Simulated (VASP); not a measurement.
Runs of VASP 6.6.1 on Os. The structure is that of space group P6/mmm (No. 191), or close to it. The cells are those of the table. This isn't the form of Os at room conditions, which is hcp.

```csv
task,cell,cutoff (eV),gap on the mesh (eV),pressure (GPa)
relaxation of cell and atoms,"relaxed to 330 GPa from a = 2.337, b = 2.337, c = 2.196 Å, angles 90.0, 90.0, 120.0°, 1 atom",600,none,330.0
single point,"a = 2.336, b = 2.336, c = 2.196 Å, angles 90.0, 90.0, 120.0°, 1 atom",520,none,340.3
single point,"a = 2.337, b = 2.337, c = 2.196 Å, angles 90.0, 90.0, 120.0°, 1 atom",520,none,(a)
relaxation of cell and atoms,"relaxed to 330 GPa from a = 2.319, b = 2.319, c = 2.180 Å, angles 90.0, 90.0, 120.0°, 1 atom",600,none,330.0
```

Alike in all rows: level PBE; potentials or basis VASP PAW PBE potentials, release 64 (Os); no spin polarisation; k mesh 19 × 19 × 17; smearing fermi-dirac 0.1 eV.

Task: Estimate the missing entries.

Result: (a) 339.3.

Caveats: spin-orbit coupling is left out, which moves the levels of the heavy elements; the cell is relaxed towards a set pressure, so the run minimises the enthalpy, not the energy (at least some runs); the stress differs along the axes, from 333 to 344 GPa (at least some runs); the stress differs along the axes, from 332 to 343 GPa (at least some runs).

A k mesh can miss the band edges, and the runs leave out spin-orbit coupling on Os.

A gap of «none» marks levels without a gap at the run's occupations.
